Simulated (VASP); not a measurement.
## CO2: single point with PBE

The system is CO2.

```
C O
1.0
    -1.98183    1.98183    2.99058
     1.98183   -1.98183    2.99058
     1.98183    1.98183   -2.99058
C O
2 4
Direct
  0.00000 0.00000 0.00000
  0.75000 0.25000 0.50000
  0.37500 0.28960 0.41460
  0.03960 0.62500 0.91460
  0.71040 0.12500 0.08540
  0.87500 0.96040 0.58540
```

```json
{
  "Program": "VASP 6.6.1",
  "Task": "single point",
  "Functional": "PBE",
  "Potentials or basis": "VASP PAW PBE potentials, release 64 (C, O)",
  "Cutoff": "520 eV",
  "k mesh": "6 × 6 × 6",
  "Occupations": "gaussian, width 0.1 eV",
  "Spin": "no spin polarisation"
}
```

The pressure is 1.4 GPa and the largest force is 0.062 eV/Å. The band gap on the k mesh is 7.64 eV, indirect (least direct gap 8.08 eV).

Forces on the atoms (eV/Å):
```
C    0.000  0.000  0.000
C    0.000  0.000  0.000
O    0.062  0.000  0.000
O    0.000  0.062  0.000
O    0.000 -0.062  0.000
O   -0.062  0.000  0.000
```

Stress tensor (GPa, compression positive):
```
1.45 0.00 0.00
0.00 1.45 0.00
0.00 0.00 1.29
```

Levels at points of the mesh, in eV from the valence-band top:
```
           k point  band 14  band 15  band 16  band 17  band 18  band 19
(0.00, 0.00, 0.00)    -0.88    -0.88    -0.44     7.64     9.09     9.20
(0.50, 0.00, 0.00)    -1.35    -0.41     0.00     8.19     9.40     9.54
(0.50, 0.50, 0.00)    -0.65    -0.51    -0.51     8.82     8.82     9.85
(0.50, 0.50, 0.50)    -2.82    -0.01    -0.01     8.87     8.87    10.57
```

Run time: 47 s on 1 thread of Oxide Virtual Turin-like Processor, with other jobs on the host, peak memory 0.14 GiB.

A k mesh can miss the band edges. PBE gaps usually lie below the measured ones, often by a third to a half.
